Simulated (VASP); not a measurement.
Here is a VASP 6.6.1 calculation.

The input INCAR:

```
SYSTEM = Mg2C
ALGO = Normal
EDIFF = 1E-6
EDIFFG = -0.01
ENCUT = 600
GGA = PE
IBRION = 2
ISIF = 3
ISMEAR = 0
LASPH = .True.
LCHARG = .False.
LREAL = .False.
LWAVE = .False.
NELM = 80
NSW = 100
PREC = Accurate
SIGMA = 0.1
```

Contents of KPOINTS:

```
k-points
0
Gamma
  16 16 16
  0 0 0
```

File POSCAR:

```
Mg2C
1.0
   -2.1174829098      2.1174829098      3.0690716903
    2.1174829098     -2.1174829098      3.0690716903
    2.1174829098      2.1174829098     -3.0690716903
Mg C
2 1
Direct
    0.5000000000      0.0000000000      0.5000000000
    0.0000000000      0.5000000000      0.5000000000
    0.5000000000      0.5000000000      0.0000000000
```

Potentials or basis: VASP PAW PBE potentials, release 64 (Mg, C).

Run with:

```bash
$ cat potpaw_PBE.64/Mg/POTCAR potpaw_PBE.64/C/POTCAR > POTCAR
$ mpirun -np 1 vasp_std > vasp.out
```

(1) Estimate the space group after relaxing (to 0.1 Å).

(2) Predict the relaxed volume.

(3) Estimate the relaxed cell.

(4) What does it give for the band gap on the k mesh?

Answers

(1) I4/mmm (No. 139).

(2) 18.29 Å³/atom.

(3) a = 4.281 Å, b = 4.281 Å, c = 4.281 Å, α = 120.70°, β = 120.70°, γ = 88.79°.

(4) zero (bands 4 and 5 overlap by 0.40 eV).
